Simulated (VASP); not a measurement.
# Cu (P6/mmm) in VASP: notebook, part 2 of 2

VASP 6.6.1. The steps go on from the part before.

## (3) Single point, PBE (13.01 Å³/atom)

This run uses another cell than the first one, of 13.01 Å³/atom.

Input file POSCAR:

```
Cu
1.0
    2.4898065854      0.0000000000      0.0000000000
   -1.2449032927      2.1562357535      0.0000000000
    0.0000000000      0.0000000000      2.4235189835
Cu
1
Direct
    0.0000000000      0.0000000000      0.0000000000
```

Input file INCAR.step1:

```
ALGO = Normal
EDIFF = 1E-6
ENCUT = 520
GGA = PE
ISIF = 2
ISMEAR = -1
LASPH = T
LCHARG = T
LMAXMIX = 4
LREAL = F
LWAVE = F
NBANDS = 12
NELM = 80
PREC = Accurate
SIGMA = 0.05
```

Input file KPOINTS.step1:

```
k-points
0
Gamma
  17 17 16
```

Input file INCAR.step2:

```
ALGO = Normal
EDIFF = 1E-6
ENCUT = 520
GGA = PE
ICHARG = 11
ISIF = 2
ISMEAR = -5
LASPH = T
LCHARG = F
LMAXMIX = 4
LORBIT = 11
LREAL = F
LWAVE = F
NBANDS = 12
NEDOS = 1001
NELM = 80
PREC = Accurate
SIGMA = 0.05
```

Input file KPOINTS.step2:

```
k-points
0
Gamma
  26 26 24
```

Potentials or basis: VASP PAW PBE potentials, release 64 (Cu).

Run with:

```sh
cat potpaw_PBE.64/Cu/POTCAR > POTCAR
cp INCAR.step1 INCAR
cp KPOINTS.step1 KPOINTS
mpirun -np 1 vasp_std > vasp.out
cp INCAR.step2 INCAR
cp KPOINTS.step2 KPOINTS
mpirun -np 1 vasp_std > vasp.out
```

OUTCAR:

```text
EDIFF = 1E-6
   ENCUT = 520
   GGA = PE
   ICHARG = 11
   ISIF = 2
   ISMEAR = -5
   LASPH = T
   LORBIT = 11
   LREAL = F
   NELM = 80
   PREC = Accurate

 ion  position               nearest neighbor table
   1  0.000  0.000  0.000-

  LATTYP: Found a hexagonal cell.
 ALAT       =     2.4898065854
 C/A-ratio  =     0.9733764051

  Lattice vectors:

 A1 = (   2.4898065854,   0.0000000000,   0.0000000000)
 A2 = (  -1.2449032927,   2.1562357535,   0.0000000000)
 A3 = (   0.0000000000,   0.0000000000,   2.4235189835)

Analysis of symmetry for initial positions (statically):
=====================================================================
 Subroutine PRICEL returns:
 Original cell was already a primitive cell.

 Routine SETGRP: Setting up the symmetry group for a
 hexagonal supercell.

 Subroutine GETGRP returns: Found 24 space group operations
 (whereof 24 operations were pure point group operations)
 out of a pool of 24 trial point group operations.

The static configuration has the point symmetry D_6h.

Analysis of symmetry for dynamics (positions and initial velocities):
=====================================================================
 Subroutine PRICEL returns:
 Original cell was already a primitive cell.

 Routine SETGRP: Setting up the symmetry group for a
 hexagonal supercell.

 Subroutine GETGRP returns: Found 24 space group operations
 (whereof 24 operations were pure point group operations)
 out of a pool of 24 trial point group operations.

The dynamic configuration has the point symmetry D_6h.

 Subroutine INISYM returns: Found 24 space group operations
 (whereof 24 operations are pure point group operations),
 and found     1 'primitive' translations

----------------------------------------------------------------------------------------

                                     Primitive cell

  volume of cell :      13.0109

  direct lattice vectors                    reciprocal lattice vectors
[... 118 lines left out ...]
 non-spin polarized calculation
 Fermi weights with tetrahedron method with Bloechl corrections
  energy-cutoff  :      520.00
  volume of cell :       13.01
 maximum number of plane-waves:       363
 NGX is ok and might be reduce to    20

 number of electron      11.0000006 magnetization

 Free energy of the ion-electron system (eV)
  ---------------------------------------------------
  ext. energy  EPLUGINS =         0.00000000
  ---------------------------------------------------
  free energy    TOTEN  =        -3.46685567 eV

  energy without entropy =       -3.46685567  energy(sigma->0) =       -3.46685567

 E-fermi :   6.3949     XC(G=0): -12.1229

 val. band max:        6.3954143361   @ k =   0.1538   0.0000   0.5000
 cond. band min:       6.3775973593   @ k =   0.2308   0.1154   0.3750
 fundamental gap:     -0.0178169769
 Fermi energy:         6.3948537205

 k-point     1 :       0.0000    0.0000    0.0000
  band No.  band energies     occupation
      1      -2.1740      2.00000
      2       2.3982      2.00000
      3       3.6154      2.00000
      4       3.6154      2.00000
      5       4.9349      2.00000
      6       4.9349      2.00000
      7      22.9643      0.00000
      8      27.4092      0.00000
      9      28.8748      0.00000
     10      30.0328      0.00000
     11      30.0328      0.00000
     12      32.6348      0.00000
[... 331 lines left out ...]
 k-point    24 :       0.3846    0.0385    0.0000
  band No.  band energies     occupation
      1       1.6435      2.00000
      2       2.7321      2.00000
      3       4.1693      2.00000
      4       4.3472      2.00000
      5       4.7740      2.00000
      6       5.1185      2.00000
      7      11.8609      0.00000
      8      21.4273      0.00000
      9      27.1209      0.00000
     10      29.4291      0.00000
     11      30.0964      0.00000
     12      36.2201      0.00000

 [... further k-points ...]

------------------------ aborting loop because EDIFF is reached ----------------------------------------

  FORCE on cell =-STRESS in cart. coord.  units (eV):
  Direction    XX          YY          ZZ          XY          YZ          ZX
  --------------------------------------------------------------------------------------
  -------------------------------------------------------------------------------------
  Total       -0.1009230     -0.1009230     -0.1210495      0.0000000      0.0000000      0.0000000
  in kB      -12.4277471    -12.4277471    -14.9061417      0.0000000      0.0000000      0.0000000
  external PRESSURE =     -13.2538786 kB  Pullay stress =       0.0000000 kB

 VOLUME and BASIS-vectors are now :
 -----------------------------------------------------------------------------
  energy-cutoff  :      520.00
  volume of cell :       13.01
      direct lattice vectors                 reciprocal lattice vectors
     2.489806585  0.000000000  0.000000000     0.401637624  0.231885590  0.000000000
    -1.244903293  2.156235753  0.000000000     0.000000000  0.463771180  0.000000000
     0.000000000  0.000000000  2.423518984     0.000000000  0.000000000  0.412623135

 POSITION                                       TOTAL-FORCE (eV/Angst)
 -----------------------------------------------------------------------------------
      0.00000      0.00000      0.00000        -0.000000      0.000000      0.000000
 -----------------------------------------------------------------------------------
    total drift:                                0.000000      0.000000     -0.000000

  FREE ENERGIE OF THE ION-ELECTRON SYSTEM (eV)
  ---------------------------------------------------
  free  energy   TOTEN  =        -3.4668556705 eV

  energy  without entropy=       -3.4668556705  energy(sigma->0) =       -3.46685567

 total charge

# of ion       s       p       d       tot
------------------------------------------
    1        0.456   0.332   9.187   9.975
```

OUTCAR.step1:

```text
EDIFF = 1E-6
   ENCUT = 520
   GGA = PE
   ISIF = 2
   ISMEAR = -1
   LASPH = T
[... 576 lines left out ...]

 POSITION                                       TOTAL-FORCE (eV/Angst)
 -----------------------------------------------------------------------------------
      0.00000      0.00000      0.00000         0.000000      0.000000      0.000000
 -----------------------------------------------------------------------------------
    total drift:                                0.000000      0.000000     -0.000000

  FREE ENERGIE OF THE ION-ELECTRON SYSTEM (eV)
  ---------------------------------------------------
  free  energy   TOTEN  =        -3.4683882435 eV

  energy  without entropy=       -3.4660784561  energy(sigma->0) =       -3.46723335
```

OSZICAR.step1:

```text
N       E                     dE             d eps       ncg     rms          rms(c)
DAV:   1     0.431154102274E+02    0.43115E+02   -0.53702E+03  7852   0.148E+03
DAV:   2    -0.289589238064E+01   -0.46011E+02   -0.42458E+02  7364   0.199E+02
DAV:   3    -0.427223367218E+01   -0.13763E+01   -0.13651E+01  8380   0.399E+01
DAV:   4    -0.428145421943E+01   -0.92205E-02   -0.92192E-02  8120   0.289E+00
DAV:   5    -0.428155158622E+01   -0.97367E-04   -0.97366E-04  8528   0.302E-01    0.742E+00
DAV:   6    -0.388280992920E+01    0.39874E+00   -0.14394E+01  8484   0.706E+01    0.416E+00
DAV:   7    -0.347851418884E+01    0.40430E+00   -0.23513E+00  8448   0.292E+01    0.457E-01
DAV:   8    -0.347103647954E+01    0.74777E-02   -0.10656E-02  9552   0.195E+00    0.397E-01
DAV:   9    -0.346838036727E+01    0.26561E-02   -0.14900E-02  8608   0.209E+00    0.226E-02
DAV:  10    -0.346838869429E+01   -0.83270E-05   -0.70971E-05 10924   0.139E-01    0.714E-03
DAV:  11    -0.346838824350E+01    0.45079E-06   -0.70530E-06  6092   0.418E-02
   1 F= -.34683882E+01 E0= -.34672333E+01  d E =-.230979E-02
```

It took 2.1 min on 1 thread of Intel Xeon 8259CL, shared host; peak memory 0.27 GiB.

What came out:

```
Valence electrons inside the program's atomic spheres : Cu 9.97
```

Caveat: tetrahedron occupations give inexact forces and stress in metals.
